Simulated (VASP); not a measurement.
## MgO: single point with BLYP

MgO:

```
CELL_PARAMETERS angstrom
0.00000 2.10778 2.10778
2.10778 0.00000 2.10778
2.10778 2.10778 0.00000
ATOMIC_POSITIONS crystal
Mg 0.00000 0.00000 0.00000
O 0.50000 0.50000 0.50000
```

This cell differs from its parent crystal: volume scaled by 0.96.

```json
{"Program": "VASP 6.6.1", "Task": "single point", "Functional": "BLYP", "Potentials or basis": "VASP PAW PBE potentials, release 64 (Mg, O)", "Cutoff": "520 eV", "k mesh": "10 × 10 × 10", "Occupations": "gaussian, width 0.05 eV", "Spin": "no spin polarisation"}
```

```
Pressure               : 6.0 GPa
Band gap on the k mesh : 4.99 eV, direct
```

Levels at points of the mesh, in eV from the valence-band top:
```csv
k point,band 1,band 2,band 3,band 4,band 5,band 6,band 7,band 8,band 9
"(0.00, 0.00, 0.00)",-17.13,0.00,0.00,0.00,4.99,15.97,15.97,15.97,20.38
"(0.50, 0.00, 0.00)",-15.86,-4.51,-0.64,-0.64,8.22,12.76,16.39,16.39,21.03
"(0.50, 0.50, 0.00)",-15.61,-3.97,-1.32,-1.32,9.50,10.01,13.33,19.04,19.04
```

Wall time 14 s on 1 thread of Intel(R) Xeon(R) Platinum 8488C (Sapphire Rapids) (shared host), peak memory 0.14 GiB.

Caveat: the PAW data sets were made with another functional, which shifts forces and pressure a little.
